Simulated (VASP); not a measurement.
Set up this calculation in VASP 6.6.1, as the native input.

```
Task                   : relaxation of cell and atoms
Functional             : PBE
Potentials or basis    : VASP PAW PBE potentials, release 64 (Au)
Cutoff                 : 600 eV
k mesh                 : 18 × 18 × 18
Occupations            : gaussian, width 0.1 eV
Spin                   : no spin polarisation
Target pressure        : 4 GPa
Dipole correction      : no
Further INCAR settings : ALGO = Normal; EDIFF = 1e-06; IBRION = 2; EDIFFG = -0.008; NSW = 70; ISIF = 3
```

The structure of Au lies in POSCAR:

```
Au
1.0
   -1.6357468009      1.6357468009      1.6357468009
    1.6357468009     -1.6357468009      1.6357468009
    1.6357468009      1.6357468009     -1.6357468009
Au
1
Direct
    0.0000000000      0.0000000000      0.0000000000
```

One way to write it, as run:

INCAR

```
ALGO = Normal
EDIFF = 1E-6
EDIFFG = -0.008
ENCUT = 600
GGA = PE
IBRION = 2
ISIF = 3
ISMEAR = 0
LASPH = T
LCHARG = F
LREAL = F
LWAVE = F
NELM = 100
NSW = 70
PREC = Accurate
PSTRESS = 40.0
SIGMA = 0.1
```

KPOINTS

```
k-points
0
Gamma
  18 18 18
```

Potentials or basis: VASP PAW PBE potentials, release 64 (Au).

The run is started by

```sh
$ cat potpaw_PBE.64/Au/POTCAR > POTCAR
$ mpirun -np 1 vasp_std > vasp.out
```

It gave:

The pressure after relaxing is 3.9 GPa.

Caveat: the relaxation stopped at its first step, so nothing moved; the cell is relaxed towards a set pressure, so the enthalpy falls and the energy may rise.

Run time: 11 s on 1 thread of Intel(R) Xeon(R) Platinum 8559C (Emerald Rapids), with other jobs on the host, peak memory 0.17 GiB.
